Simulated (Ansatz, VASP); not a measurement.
# PbO in VASP and in Ansatz

```
Pb O
1.0
     3.21358    0.00000    0.00000
     0.00000    3.21358    0.00000
     0.00000    0.00000    3.21303
Pb O
1 1
Direct
  0.50000 0.50000 0.50000
  0.00000 0.00000 0.00000
```

Alike in both runs: functional PBE; k mesh 6 × 6 × 4; occupations gaussian, width 0.1 eV; no spin polarisation.

Ansatz relaxed the structure, and its values are those at the end. VASP's run is a single point on that final structure, the one shown.

|  | VASP | Ansatz |
| --- | --- | --- |
| version | VASP 6.6.1 | Ansatz 0.2.0 |
| potentials or method | VASP PAW PBE potentials, release 64 (Pb_d, O), cutoff 520 eV | scalar-relativistic, plane waves, PAW |
| valence electrons in the cell | 20 | 20 |

Ansatz gave:

| Quantity | Value |
| --- | --- |
| gap on the k mesh at the Fermi level (eV) | 0.51 |
| least direct gap on the mesh (eV) | 0.70 |
| pressure (GPa) | 0.0 |

**Question.** Estimate VASP's values.

**Answer.** gap on the k mesh at the Fermi level (eV): 0.50; least direct gap on the mesh (eV): 0.69; pressure (GPa): -0.1.

With one functional, cell and mesh, what is left measures potentials, basis and numerics.

The k mesh is coarse, so the values compare programs but aren't converged. Spin-orbit coupling is off throughout.
